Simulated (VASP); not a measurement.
Here is a VASP 6.6.1 calculation.

File INCAR:

```
SYSTEM = SiO2
PREC = Accurate ; ENCUT = 520
EDIFF = 1E-6 ; ISMEAR = -1
SIGMA = 0.02 ; LREAL = Auto
LASPH = .TRUE. ; NELM = 100
ALGO = Normal ; ISIF = 2
LWAVE = .FALSE. ; LCHARG = .TRUE.
GGA = PE ; LELF = .TRUE.
LVHAR = .TRUE. ; NBANDS = 120
```

KPOINTS

```
Automatic mesh
0
G
  3 3 3
  0 0 0
```

The input POSCAR:

```
SiO2
1.0
    6.7298224696      3.8854648144      4.8953666239
   -6.7298224696      3.8854648144      4.8953666239
    0.0000000000     -7.7709296288      4.8953666239
Si O
12 24
Direct
    0.3374338337      0.1067263205      0.8738572384
    0.1067263205      0.8738572384      0.3374338337
    0.8738572384      0.3374338337      0.1067263205
    0.1261427616      0.8932736795      0.6625661663
    0.8932736795      0.6625661663      0.1261427616
    0.6625661663      0.1261427616      0.8932736795
    0.6625661663      0.8932736795      0.1261427616
    0.8932736795      0.1261427616      0.6625661663
    0.1261427616      0.6625661663      0.8932736795
    0.8738572384      0.1067263205      0.3374338337
    0.1067263205      0.3374338337      0.8738572384
    0.3374338337      0.8738572384      0.1067263205
    0.2642502303      0.0000000000      0.7357497697
    0.0000000000      0.7357497697      0.2642502303
    0.7357497697      0.2642502303      0.0000000000
    0.7357497697      0.0000000000      0.2642502303
    0.0000000000      0.2642502303      0.7357497697
    0.2642502303      0.7357497697      0.0000000000
    0.6588608857      0.9769515692      0.9769515692
    0.9769515692      0.9769515692      0.6588608857
    0.9769515692      0.6588608857      0.9769515692
    0.0230484308      0.0230484308      0.3411391143
    0.0230484308      0.3411391143      0.0230484308
    0.3411391143      0.0230484308      0.0230484308
    0.2491551310      0.9014481887      0.2491551310
    0.2491551310      0.2491551310      0.9014481887
    0.9014481887      0.2491551310      0.2491551310
    0.0985518113      0.7508448690      0.7508448690
    0.7508448690      0.0985518113      0.7508448690
    0.7508448690      0.7508448690      0.0985518113
    0.5000000000      0.8368778993      0.1631221007
    0.1631221007      0.5000000000      0.8368778993
    0.8368778993      0.1631221007      0.5000000000
    0.5000000000      0.1631221007      0.8368778993
    0.8368778993      0.5000000000      0.1631221007
    0.1631221007      0.8368778993      0.5000000000
```

Potentials or basis: VASP PAW PBE potentials, release 64 (Si, O).

Run with:

```console
$ cat potpaw_PBE.64/Si/POTCAR potpaw_PBE.64/O/POTCAR > POTCAR
$ mpirun -np 1 vasp_std > vasp.out
```

Question: What does it give for the pressure?

Answer: 3.2 GPa.

Question: What does it give for the band gap on the k mesh?

Answer: 5.78 eV (least direct gap 5.87 eV).

Question: Predict the largest force.

Answer: 0.044 eV/Å.

Stress tensor (GPa, compression positive):
```
3.34 0.00 0.00
0.00 3.34 0.00
0.00 0.00 2.80
```

Caveat: the cell stands under pressure; an odd mesh through Γ misses points on the zone boundary, where band edges can lie.
